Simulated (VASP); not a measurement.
# Ni (Fm-3m) in VASP: settings compared, part 2 of 2

VASP 6.6.1. The steps go on from the part before.

**3. Single point, PBE, collinear spin, ferromagnetic start**

File INCAR:

```
ALGO = Fast
EDIFF = 1E-7
ENCUT = 520
GGA = PE
ISIF = 2
ISMEAR = 0
ISPIN = 2
LASPH = T
LCHARG = F
LMAXMIX = 4
LORBIT = 11
LREAL = F
LWAVE = F
MAGMOM = 1
NBANDS = 15
NELM = 150
PREC = Accurate
SIGMA = 0.022
```

File KPOINTS:

```
k-points
0
Gamma
  13 13 13
```

File POSCAR:

```
Ni
1.0
    0.0000000000      1.7375729330      1.7375729330
    1.7375729330      0.0000000000      1.7375729330
    1.7375729330      1.7375729330      0.0000000000
Ni
1
Direct
    0.0000000000      0.0000000000      0.0000000000
```

Potentials or basis: VASP PAW PBE potentials, release 64 (Ni).

Started as:

```bash
> cat potpaw_PBE.64/Ni/POTCAR > POTCAR
> mpirun -np 1 vasp_std > vasp.out
```

OUTCAR:

```text
EDIFF = 1E-7
   ENCUT = 520
   GGA = PE
   ISIF = 2
   ISMEAR = 0
   ISPIN = 2
   LASPH = T
   LORBIT = 11
   LREAL = F
   NELM = 150
   PREC = Accurate

 ion  position               nearest neighbor table
   1  0.000  0.000  0.000-

  LATTYP: Found a face centered cubic cell.
 ALAT       =     3.4751458660

  Lattice vectors:

 A1 = (   0.0000000000,   1.7375729330,   1.7375729330)
 A2 = (   1.7375729330,   0.0000000000,   1.7375729330)
 A3 = (   1.7375729330,   1.7375729330,   0.0000000000)

Analysis of symmetry for initial positions (statically):
=====================================================================
 Subroutine PRICEL returns:
 Original cell was already a primitive cell.

 Routine SETGRP: Setting up the symmetry group for a
 face centered cubic supercell.

 Subroutine GETGRP returns: Found 48 space group operations
 (whereof 48 operations were pure point group operations)
 out of a pool of 48 trial point group operations.

The static configuration has the point symmetry O_h .

Analysis of symmetry for dynamics (positions and initial velocities):
=====================================================================
 Subroutine PRICEL returns:
 Original cell was already a primitive cell.

 Routine SETGRP: Setting up the symmetry group for a
 face centered cubic supercell.

 Subroutine GETGRP returns: Found 48 space group operations
 (whereof 48 operations were pure point group operations)
 out of a pool of 48 trial point group operations.

The dynamic configuration has the point symmetry O_h .

Analysis of structural, dynamic, and magnetic symmetry:
=====================================================================
 Subroutine PRICEL returns:
 Original cell was already a primitive cell.

 Routine SETGRP: Setting up the symmetry group for a
 face centered cubic supercell.

 Subroutine GETGRP returns: Found 48 space group operations
 (whereof 48 operations were pure point group operations)
 out of a pool of 48 trial point group operations.

The overall configuration has the point symmetry O_h .

 Subroutine INISYM returns: Found 48 space group operations
 (whereof 48 operations are pure point group operations),
 and found     1 'primitive' translations

----------------------------------------------------------------------------------------

                                     Primitive cell

  volume of cell :      10.4920

  direct lattice vectors                    reciprocal lattice vectors
     0.000000000  1.737572933  1.737572933    -0.287757705  0.287757705  0.287757705
     1.737572933  0.000000000  1.737572933     0.287757705 -0.287757705  0.287757705
     1.737572933  1.737572933  0.000000000     0.287757705  0.287757705 -0.287757705

  length of vectors
     2.457299207  2.457299207  2.457299207     0.498410966  0.498410966  0.498410966

  position of ions in fractional coordinates (direct lattice)
     0.000000000  0.000000000  0.000000000

  ion indices of the primitive-cell ions
   primitive index   ion index
                 1           1

----------------------------------------------------------------------------------------

 KPOINTS: k-points

Automatic generation of k-mesh.
 Grid dimensions read from file:
 generate k-points for:   13   13   13

 Generating k-lattice:

  Cartesian coordinates                     Fractional coordinates (reciprocal lattice)
    -0.022135208  0.022135208  0.022135208     0.076923077  0.000000000  0.000000000
     0.022135208 -0.022135208  0.022135208     0.000000000  0.076923077  0.000000000
     0.022135208  0.022135208 -0.022135208     0.000000000  0.000000000  0.076923077
[... 67 lines left out ...]
   PSTRESS=    0.0 pullay stress
   NELECT =      10.0000    total number of electrons
   NUPDOWN=      -1.0000    fix difference up-down
   EMIN   =  10.00;   EMAX   =-10.00  energy-range for DOS
   EFERMI =   0.00;   METHOD = LEGACY
   ISMEAR =     0;   SIGMA  =   0.02  broadening in eV -4-tet -1-fermi 0-gaus
   EFERMI_NEDOS =   21; number of points for ismear=-14 and -15
   IALGO  =     68    algorithm
   IMIX   =      4    mixing-type and parameters
     AMIX     =   0.40;   BMIX     =  1.00
     AMIX_MAG =   1.60;   BMIX_MAG =  1.00
  volume/ion in A,a.u.               =      10.49        70.80
  Fermi-wavevector in a.u.,A,eV,Ry     =   1.611097  3.044533 35.315755  2.595635
  Thomas-Fermi vector in A             =   2.706542
   LORBIT       =     11    0 simple, 1 ext, 2 COOP (PROOUT), +10 PAW based schemes
   GGA     = PE    functional components
   LHFCALC =     F    Hartree Fock is set to
   AEXX    =    0.0000 exact exchange contribution
   IVDW    =     0    specifies the selected vdW correction
   LEPSILON=     F    determine dielectric tensor
   LRPA    =     F    only Hartree local field effects (RPA)
 spin polarized calculation
 RMM-DIIS sequential band-by-band and
 Gauss-broadening in eV      SIGMA  =   0.02
  energy-cutoff  :      520.00
  volume of cell :       10.49
 maximum number of plane-waves:       296
   NGX =  9   NGY =  9   NGZ =  9

 number of electron      10.0000000 magnetization       1.0000000

 number of electron       9.9999998 magnetization       0.6219351

 Free energy of the ion-electron system (eV)
  ---------------------------------------------------
  ext. energy  EPLUGINS =         0.00000000
  ---------------------------------------------------
  free energy    TOTEN  =        -5.46451862 eV

  energy without entropy =       -5.46411829  energy(sigma->0) =       -5.46431846

 E-fermi :   9.9183     XC(G=0): -13.4712

 val. band max:        9.9018857055   @ k =   0.3846   0.3846   0.0000
 cond. band min:       9.9211357467   @ k =   0.3846   0.0769   0.0000
 fundamental gap:      0.0192500411
 Fermi energy:         9.9183051570

 spin component 1

 k-point     1 :       0.0000    0.0000    0.0000
  band No.  band energies     occupation
      1       0.6316      1.00000
      2       7.3690      1.00000
      3       7.3690      1.00000
      4       7.3690      1.00000
      5       8.6158      1.00000
      6       8.6158      1.00000
      7      33.9260      0.00000
      8      38.0786      0.00000
      9      38.0786      0.00000
     10      38.0786      0.00000
     11      41.1398      0.00000
     12      41.1398      0.00000
     13      41.1398      0.00000
     14      44.0168      0.00000
[... 403 lines left out ...]
      4       7.8012      1.00000
      5       9.3328      1.00000
      6      10.7722      0.00000
      7      18.0534      0.00000
      8      29.0985      0.00000
      9      30.8746      0.00000
     10      33.0363      0.00000
     11      43.1486      0.00000
     12      43.4431      0.00000
     13      46.5479      0.00000
     14      49.8516      0.00000
     15      58.9320      0.00000

 [... further k-points ...]

 spin component 2

 k-point     1 :       0.0000    0.0000    0.0000
  band No.  band energies     occupation
      1       0.6044      1.00000
      2       8.1216      1.00000
      3       8.1216      1.00000
      4       8.1216      1.00000
      5       9.1861      1.00000
      6       9.1861      1.00000
      7      33.7803      0.00000
      8      38.0571      0.00000
      9      38.0571      0.00000
     10      38.0571      0.00000
     11      41.2524      0.00000
     12      41.2524      0.00000
     13      41.2524      0.00000
     14      43.8987      0.00000
[... 403 lines left out ...]
      4       8.4295      1.00000
      5      10.0780      0.00000
      6      11.2355      0.00000
      7      18.3258      0.00000
      8      29.1311      0.00000
      9      30.9542      0.00000
     10      33.0939      0.00000
     11      43.1317      0.00000
     12      43.4749      0.00000
     13      46.6040      0.00000
     14      50.0531      0.00000
     15      59.0482      0.00000

 [... further k-points ...]
[... 5 lines left out ...]
  --------------------------------------------------------------------------------------
  -------------------------------------------------------------------------------------
  Total        0.5109555      0.5109555      0.5109555      0.0000000      0.0000000      0.0000000
  in kB       78.0251402     78.0251402     78.0251402      0.0000000      0.0000000      0.0000000
  external PRESSURE =      78.0251402 kB  Pullay stress =       0.0000000 kB

 VOLUME and BASIS-vectors are now :
 -----------------------------------------------------------------------------
  energy-cutoff  :      520.00
  volume of cell :       10.49
      direct lattice vectors                 reciprocal lattice vectors
     0.000000000  1.737572933  1.737572933    -0.287757705  0.287757705  0.287757705
     1.737572933  0.000000000  1.737572933     0.287757705 -0.287757705  0.287757705
     1.737572933  1.737572933  0.000000000     0.287757705  0.287757705 -0.287757705

 POSITION                                       TOTAL-FORCE (eV/Angst)
 -----------------------------------------------------------------------------------
      0.00000      0.00000      0.00000        -0.000000     -0.000000     -0.000000
 -----------------------------------------------------------------------------------
    total drift:                                0.000000     -0.000000      0.000000

  FREE ENERGIE OF THE ION-ELECTRON SYSTEM (eV)
  ---------------------------------------------------
  free  energy   TOTEN  =        -5.4645186202 eV

  energy  without entropy=       -5.4641182916  energy(sigma->0) =       -5.46431846

 total charge

# of ion       s       p       d       tot
------------------------------------------
    1        0.513   0.531   8.332   9.377

 magnetization (x)

# of ion       s       p       d       tot
------------------------------------------
    1       -0.005  -0.024   0.660   0.630
```

OSZICAR:

```text
N       E                     dE             d eps       ncg     rms          rms(c)
DAV:   1     0.326715704282E+02    0.32672E+02   -0.41339E+03  5423   0.859E+02
DAV:   2    -0.510255817687E+01   -0.37774E+02   -0.35262E+02  5656   0.163E+02
DAV:   3    -0.647235380373E+01   -0.13698E+01   -0.13594E+01  6202   0.303E+01
DAV:   4    -0.648012624063E+01   -0.77724E-02   -0.77715E-02  6161   0.217E+00
DAV:   5    -0.648021581031E+01   -0.89570E-04   -0.89569E-04  6360   0.203E-01    0.102E+01
RMM:   6    -0.576420538742E+01    0.71601E+00   -0.15346E+00  6821   0.131E+01    0.604E+00
RMM:   7    -0.548939931906E+01    0.27481E+00   -0.16947E-01  6726   0.421E+00    0.222E+00
RMM:   8    -0.546712895793E+01    0.22270E-01   -0.46206E-03  7649   0.401E-01    0.100E+00
RMM:   9    -0.546498209781E+01    0.21469E-02   -0.77838E-04  7703   0.173E-01    0.248E-01
RMM:  10    -0.546454200042E+01    0.44010E-03   -0.14346E-04  7230   0.120E-01    0.512E-02
RMM:  11    -0.546451592894E+01    0.26071E-04   -0.51754E-05  7373   0.644E-02    0.324E-02
RMM:  12    -0.546451824409E+01   -0.23152E-05   -0.13004E-05  7697   0.225E-02    0.172E-02
RMM:  13    -0.546451847614E+01   -0.23205E-06   -0.16968E-06  7670   0.811E-03    0.478E-03
RMM:  14    -0.546451858750E+01   -0.11135E-06   -0.24443E-07  6730   0.338E-03    0.820E-04
RMM:  15    -0.546451862015E+01   -0.32657E-07   -0.48736E-08  4985   0.160E-03
   1 F= -.54645186E+01 E0= -.54643185E+01  d E =-.400329E-03  mag=     0.6219
```

stdout:

```text
POSCAR found type information on POSCAR Ni
 POSCAR found :  1 types and       1 ions
 scaLAPACK will be used
 LDA part: xc-table for (Slater+PW92), standard interpolation
 POSCAR, INCAR and KPOINTS ok, starting setup
 FFT: planning ... GRIDC
 FFT: planning ... GRID_SOFT
 FFT: planning ... GRID
 WAVECAR not read
 entering main loop
WARNING in EDDRMM: call to ZHEGV failed, returncode =   8  4     11
WARNING in EDDRMM: call to ZHEGV failed, returncode =   8  4     12
WARNING in EDDRMM: call to ZHEGV failed, returncode =   6  3     12
WARNING in EDDRMM: call to ZHEGV failed, returncode =   6  3     11
WARNING in EDDRMM: call to ZHEGV failed, returncode =   6  3     12
WARNING in EDDRMM: call to ZHEGV failed, returncode =   6  3      9
WARNING in EDDRMM: call to ZHEGV failed, returncode =   8  4     13
WARNING in EDDRMM: call to ZHEGV failed, returncode =   6  3     12
WARNING in EDDRMM: call to ZHEGV failed, returncode =   8  4     12
WARNING in EDDRMM: call to ZHEGV failed, returncode =   8  4     13
WARNING in EDDRMM: call to ZHEGV failed, returncode =   8  4     12
```

It took 19 s on 1 thread of Intel Xeon Platinum 8488C (Sapphire Rapids), shared host; peak memory 0.13 GiB.

Results:

```
Free energy                                           : -5.4645 eV
Pressure                                              : 7.8 GPa
Net moment                                            : 0.62 μB per cell
Site moments                                          : Ni +0.63 μB
Valence electrons inside the program's atomic spheres : Ni 9.38
```

**4. Single point, PBE, collinear spin, ferromagnetic start**

File INCAR:

```
SYSTEM = Ni
PREC = Accurate
ENCUT = 520
EDIFF = 1E-6
ISMEAR = 0
SIGMA = 0.019000000000000003
LREAL = .FALSE.
LASPH = .TRUE.
NELM = 150
ALGO = Fast
ISIF = 2
LWAVE = .FALSE.
LCHARG = .FALSE.
ISPIN = 2
MAGMOM = 1
LORBIT = 11
LMAXMIX = 4
GGA = PE
NBANDS = 15
```

File KPOINTS:

```
regular mesh
0
G
  13 13 13
  0 0 0
```

POSCAR is that of step 3.

Started as:

```bash
> cat potpaw_PBE.64/Ni/POTCAR > POTCAR
> mpirun -np 1 vasp_std > vasp.out
```

Wall time 17 s (1 thread of Intel Xeon Platinum 8488C (Sapphire Rapids), shared host); peak memory 0.13 GiB.

It converged, with:

- Free energy: -5.4645 eV
- Pressure: 7.5 GPa
- Net moment: 0.62 μB per cell
- Site moments: Ni +0.63 μB
- Valence electrons inside the program's atomic spheres: Ni 9.38

Levels at points of the mesh, in eV from the Fermi level:
Spin up:
```tsv
k point	band 2	band 3	band 4	band 5	band 6	band 7	band 8	band 9
(0.00, 0.00, 0.00)	-2.55	-2.55	-2.55	-1.30	-1.30	24.01	28.16	28.16
```
Spin down:
```csv
k point,band 3,band 4,band 5,band 6,band 7,band 8
"(0.00, 0.00, 0.00)",-1.80,-1.80,-0.73,-0.73,23.86,28.14
```

**5. Single point, LDA, collinear spin, ferromagnetic start**

This run uses another cell than the first one, of 9.86 Å³/atom, 0.940 times its volume.

File INCAR:

```
SYSTEM = Ni
PREC = Accurate ; ENCUT = 520
EDIFF = 1E-6 ; ISMEAR = -1
SIGMA = 0.05 ; LREAL = .False.
LASPH = .True. ; NELM = 150
ALGO = Normal ; ISIF = 2
LWAVE = .False. ; LCHARG = .False.
ISPIN = 2 ; MAGMOM = 1
LORBIT = 11 ; LMAXMIX = 4
GGA = CA ; NBANDS = 15
```

File KPOINTS:

```
Automatic mesh
0
Gamma
  13 13 13
  0 0 0
```

File POSCAR:

```
Ni
1.0
    0.0000000000      1.7021023080      1.7021023080
    1.7021023080      0.0000000000      1.7021023080
    1.7021023080      1.7021023080      0.0000000000
Ni
1
Direct
    0.0000000000      0.0000000000      0.0000000000
```

Potentials or basis: VASP PAW LDA potentials, release 64 (Ni).

Started as:

```bash
> cat potpaw_LDA.64/Ni/POTCAR > POTCAR
> mpirun -np 1 vasp_std > vasp.out
```

It took 40 s on 1 thread of AMD EPYC 7R13, shared host; peak memory 0.1 GiB.

It converged, with:

```
Free energy                                           : -6.5858 eV
Pressure                                              : 4.5 GPa
Net moment                                            : 0.61 μB per cell
Site moments                                          : Ni +0.61 μB
Valence electrons inside the program's atomic spheres : Ni 9.51
```

Levels at points of the mesh, in eV from the Fermi level:
Spin up:
| k point | band 1 | band 2 | band 3 | band 4 | band 5 | band 6 | band 7 | band 8 | band 9 | band 10 |
| --- | --- | --- | --- | --- | --- | --- | --- | --- | --- | --- |
| (0.00, 0.00, 0.00) | -9.69 | -2.62 | -2.62 | -2.62 | -1.30 | -1.30 | 24.60 | 29.14 | 29.14 | 29.14 |
Spin down:
| k point | band 1 | band 2 | band 3 | band 4 | band 5 | band 6 | band 7 | band 8 | band 9 | band 10 |
| --- | --- | --- | --- | --- | --- | --- | --- | --- | --- | --- |
| (0.00, 0.00, 0.00) | -9.63 | -2.00 | -2.00 | -2.00 | -0.72 | -0.72 | 24.60 | 29.20 | 29.20 | 29.20 |

**6. Overview**

| level | potentials or basis | cell | smearing | gap on the mesh (eV) | pressure (GPa) | moment (μB) |
| --- | --- | --- | --- | --- | --- | --- |
| PBE | VASP PAW PBE potentials, release 64 (Ni) | a = 2.457 Å, angles 60.0°, 1 atom | gaussian 0.015 eV | none | 7.7 | 0.62 |
| PBE | VASP PAW PBE potentials, release 64 (Ni) | a = 2.457 Å, angles 60.0°, 1 atom | gaussian 0.022 eV | none | 7.8 | 0.62 |
| PBE | VASP PAW PBE potentials, release 64 (Ni) | a = 2.457 Å, angles 60.0°, 1 atom | gaussian 0.019 eV | none | 7.5 | 0.62 |
| LDA | VASP PAW LDA potentials, release 64 (Ni) | a = 2.407 Å, angles 60.0°, 1 atom | fermi-dirac 0.05 eV | none | 4.5 | 0.61 |

Alike in all rows: task single point; spin collinear, ferromagnetic start; k mesh 13 × 13 × 13; cutoff (eV) 520.

Total energies depend on the potentials used, so only differences within one code and one set of settings carry meaning.
